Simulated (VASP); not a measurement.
Input of a VASP 6.6.1 run:

INCAR

```
SYSTEM = Cd
ALGO = Normal
EDIFF = 1E-6
ENCUT = 520
GGA = RE
ISIF = 2
ISMEAR = -1
LASPH = .TRUE.
LCHARG = .FALSE.
LREAL = .FALSE.
LWAVE = .FALSE.
NBANDS = 19
NELM = 100
PREC = Accurate
SIGMA = 0.1
```

File KPOINTS:

```
k-points
0
G
  19 19 9
  0 0 0
```

The input POSCAR:

```
Cd
1.0
    2.9144345143      0.0000000000      0.0000000000
   -1.4572172571      2.5239743271      0.0000000000
    0.0000000000      0.0000000000      5.7705581078
Cd
2
Direct
    0.3333333333      0.6666666667      0.2500000000
    0.6666666667      0.3333333333      0.7500000000
```

Potentials or basis: VASP PAW PBE potentials, release 64 (Cd).

Command:

```sh
$ cat potpaw_PBE.64/Cd/POTCAR > POTCAR
$ mpirun -np 1 vasp_std > vasp.out
```

**Question.** What does it give for the band gap on the k mesh?

**Answer.** Zero (bands 12 and 13 overlap by 4.49 eV).

**Question.** Estimate the pressure.

**Answer.** 7.6 GPa.

Stress tensor (GPa, compression positive):
```
9.23 0.00 0.00
0.00 9.23 0.00
0.00 0.00 4.21
```

Caveat: the stress differs along the axes, from 4 to 9 GPa; the PAW data sets were made with another functional, which shifts forces and pressure a little.
